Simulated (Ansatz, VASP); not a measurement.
## One calculation of CaB6, two programs

The input POSCAR:

```
CaB6
1.0
    4.0516389941      0.0000000000      0.0000000000
    0.0000000000      4.0516389941      0.0000000000
    0.0000000000      0.0000000000      4.0516389941
Ca B
1 6
Direct
    0.5000000000      0.5000000000      0.5000000000
    0.0000000000      0.0000000000      0.2982067262
    0.0000000000      0.0000000000      0.7017932738
    0.2982067262      0.0000000000      0.0000000000
    0.7017932738      0.0000000000      0.0000000000
    0.0000000000      0.2982067262      0.0000000000
    0.0000000000      0.7017932738      0.0000000000
```

The input INCAR.step1:

```
SYSTEM = CaB6
ALGO     = Normal         ! electronic algorithm
EDIFF    = 1E-4           ! SCF threshold, eV
ENCUT    = 520            ! plane-wave cutoff, eV
GGA      = PE             ! functional
ISMEAR   = -1             ! smearing method
LASPH    = .TRUE.         ! aspherical terms in the spheres
LCHARG   = .FALSE.        ! write CHGCAR
LREAL    = .FALSE.        ! projectors in reciprocal space
LWAVE    = .TRUE.         ! write WAVECAR
NBANDS   = 23             ! bands
NELM     = 60             ! most SCF steps
PREC     = Accurate       ! precision mode
SIGMA    = 0.02           ! smearing width, eV
```

The input INCAR.step2:

```
SYSTEM = CaB6
ALGO     = Normal         ! electronic algorithm
EDIFF    = 1E-7           ! SCF threshold, eV
ENCUT    = 520            ! plane-wave cutoff, eV
ISIF     = 2              ! what is computed and relaxed
ISMEAR   = -1             ! smearing method
ISTART   = 1            
LASPH    = .TRUE.         ! aspherical terms in the spheres
LCHARG   = .FALSE.        ! write CHGCAR
LMIXTAU  = .TRUE.       
LREAL    = .FALSE.        ! projectors in reciprocal space
LWAVE    = .FALSE.        ! write WAVECAR
METAGGA  = R2SCAN         ! meta-GGA
NBANDS   = 23             ! bands
NELM     = 60             ! most SCF steps
PREC     = Accurate       ! precision mode
SIGMA    = 0.02           ! smearing width, eV
```

File KPOINTS:

```
k-points
0
G
  6 6 6
  0 0 0
```

Input for Ansatz:

```yaml
crystal:
  lattice:
    - [4.0516389941, 0.0, 0.0]
    - [0.0, 4.0516389941, 0.0]
    - [0.0, 0.0, 4.0516389941]
  atoms:
    - { symbol: Ca, position: [0.5, 0.5, 0.5] }
    - { symbol: B, position: [0.0, 0.0, 0.2982067262] }
    - { symbol: B, position: [0.0, 0.0, 0.7017932738] }
    - { symbol: B, position: [0.2982067262, 0.0, 0.0] }
    - { symbol: B, position: [0.7017932738, 0.0, 0.0] }
    - { symbol: B, position: [0.0, 0.2982067262, 0.0] }
    - { symbol: B, position: [0.0, 0.7017932738, 0.0] }
kpoints:
  mp_grid: { grid: [6, 6, 6] }
hamiltonian:
  xc: r2scan
scf:
  occupations: { method: fermi_dirac, width: 0.02 }
  n_extra_bands: 5
output:
  forces: true
  stress: true
  eigenvalues: true
```

Alike in both runs: task single point; functional r2SCAN; k mesh 6 × 6 × 6; occupations fermi-dirac, width 0.02 eV; no spin polarisation.

|  | VASP | Ansatz |
| --- | --- | --- |
| version | VASP 6.6.1 | Ansatz 0.2.0 |
| potentials or method | VASP PAW PBE potentials, release 64 (Ca_sv, B) | plane waves, PAW |
| plane-wave cutoff (eV) | 520 | 500 |
| valence electrons in the cell | 28 | 28 |

|  | VASP | Ansatz | Ansatz less VASP |
| --- | --- | --- | --- |
| pressure (GPa) | 11.4 | 11.0 | -0.38 |
| rms of the force components (eV/Å) | 0.202 | 0.181 | -0.0210 |

VASP's potentials were made for PBE, not for r2SCAN. Atom by atom the forces differ by 0.021 eV/Å (rms over components).
